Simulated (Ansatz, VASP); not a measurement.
# Gd in VASP and in Ansatz

The input INCAR:

```
SYSTEM = Gd
PREC = Accurate
ENCUT = 600
EDIFF = 1E-6
ISMEAR = -1
SIGMA = 0.08
LREAL = .FALSE.
LASPH = .TRUE.
NELM = 200
ALGO = Normal
ISIF = 2
LWAVE = .FALSE.
LCHARG = .TRUE.
ISPIN = 2
MAGMOM = 7
LORBIT = 11
LMAXMIX = 6
GGA = PS
LELF = .TRUE.
LVHAR = .TRUE.
NBANDS = 19
GGA_COMPAT = .FALSE.
```

File KPOINTS:

```
regular mesh
0
G
  14 14 14
  0 0 0
```

File POSCAR:

```
Gd
1.0
   -1.9447849908      1.9447849908      1.9447849908
    1.9447849908     -1.9447849908      1.9447849908
    1.9447849908      1.9447849908     -1.9447849908
Gd
1
Direct
    0.0000000000      0.0000000000      0.0000000000
```

Input for Ansatz:

```yaml
crystal:
  lattice:
    - [-1.9447849908, 1.9447849908, 1.9447849908]
    - [1.9447849908, -1.9447849908, 1.9447849908]
    - [1.9447849908, 1.9447849908, -1.9447849908]
  atoms:
    - { symbol: Gd, position: [0.0, 0.0, 0.0], spin: 7.0 }
magnetization:
  spin_polarized: true
kpoints:
  mp_grid: { grid: [14, 14, 14] }
scf:
  occupations: { method: fermi_dirac, width: 0.08 }
hamiltonian:
  xc: pbesol
  pseudopotentials: { kind: all_electron, lapw: { basis_error: 0.001 } }
output:
  forces: true
  stress: true
  eigenvalues: true
  populations: true
```

Change from the starting cell: volume scaled by 0.95, LAPW.

Alike in both runs: task single point; functional PBEsol; k mesh 14 × 14 × 14; occupations fermi-dirac, width 0.08 eV; collinear spin.

```csv
,VASP,Ansatz
version,VASP 6.6.1,Ansatz 0.2.0
potentials or method,"VASP PAW PBE potentials, release 64 (Gd), cutoff 600 eV","all-electron LAPW, scalar-relativistic"
```

VASP gave:

```
pressure (GPa)                                                : 2.1
net moment per atom (μB)                                      : 7.59
size of the moment on the site where the two differ most (μB) : 7.01
```

Task: Which values does Ansatz return?

Result: Pressure (GPa): 1.9; net moment per atom (μB): 7.59; size of the moment on the site where the two differ most (μB): 7.42.

VASP's potentials were made for PBE, not for PBEsol. Site moments also hang on the region over which each program counts them. Ansatz ran all-electron here, and VASP with PAW potentials.

Neither program's run includes spin-orbit coupling.
